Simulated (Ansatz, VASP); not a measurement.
**GaN in VASP and in Ansatz**

File INCAR:

```
SYSTEM = GaN
PREC     = Accurate       ! precision mode
ENCUT    = 520            ! plane-wave cutoff, eV
EDIFF    = 1E-7           ! SCF threshold, eV
ISMEAR   = 0              ! smearing method
SIGMA    = 0.05           ! smearing width, eV
LREAL    = .False.        ! projectors in reciprocal space
LASPH    = .True.         ! aspherical terms in the spheres
NELM     = 60             ! most SCF steps
ALGO     = Normal         ! electronic algorithm
ISIF     = 2              ! what is computed and relaxed
LWAVE    = .False.        ! write WAVECAR
LCHARG   = .False.        ! write CHGCAR
GGA      = PE             ! functional
NBANDS   = 16             ! bands
```

File KPOINTS:

```
regular mesh
0
Gamma
  10 10 10
  0 0 0
```

Contents of POSCAR:

```
GaN
1.0
    0.0000000000      2.2535006075      2.2535006075
    2.2535006075      0.0000000000      2.2535006075
    2.2535006075      2.2535006075      0.0000000000
Ga N
1 1
Direct
    0.0000000000      0.0000000000      0.0000000000
    0.7500000000      0.7500000000      0.7029327763
```

Input for Ansatz:

```yaml
crystal:
  lattice:
    - [0.0, 2.2535006075, 2.2535006075]
    - [2.2535006075, 0.0, 2.2535006075]
    - [2.2535006075, 2.2535006075, 0.0]
  atoms:
    - { symbol: Ga, position: [0.0, 0.0, 0.0] }
    - { symbol: "N", position: [0.75, 0.75, 0.7029327763] }
basis:
  ecutwfc: 420
kpoints:
  mp_grid: { grid: [10, 10, 10] }
hamiltonian:
  xc: pbe
scf:
  occupations: { method: gaussian, width: 0.05 }
output:
  forces: true
  stress: true
  eigenvalues: true
```

Change from the starting cell: all N atoms moved -0.150 Å, as atom 2 along Cartesian [1 1 0].

Alike in both runs: task single point; functional PBE; k mesh 10 × 10 × 10; occupations gaussian, width 0.05 eV; no spin polarisation.

```csv
,VASP,Ansatz
version,VASP 6.6.1,Ansatz 0.2.0
potentials or method,"VASP PAW PBE potentials, release 64 (Ga_d, N), cutoff 520 eV","scalar-relativistic, plane waves, PAW"
valence electrons in the cell,18,18
```

Ansatz gave:

- gap on the k mesh at the Fermi level (eV): 1.49
- least direct gap on the mesh (eV): 1.49
- pressure (GPa): 7.3
- traceless stress, the component that is largest in VASP (GPa): -6.82
- rms of the force components (eV/Å): 1.175

Problem. What did VASP give for the same quantities?

Solution. gap on the k mesh at the Fermi level (eV): 1.50; least direct gap on the mesh (eV): 1.50; pressure (GPa): 7.3; traceless stress, the component that is largest in VASP (GPa): -6.64; rms of the force components (eV/Å): 1.155.

Atom by atom the forces differ by 0.020 eV/Å (rms over components).
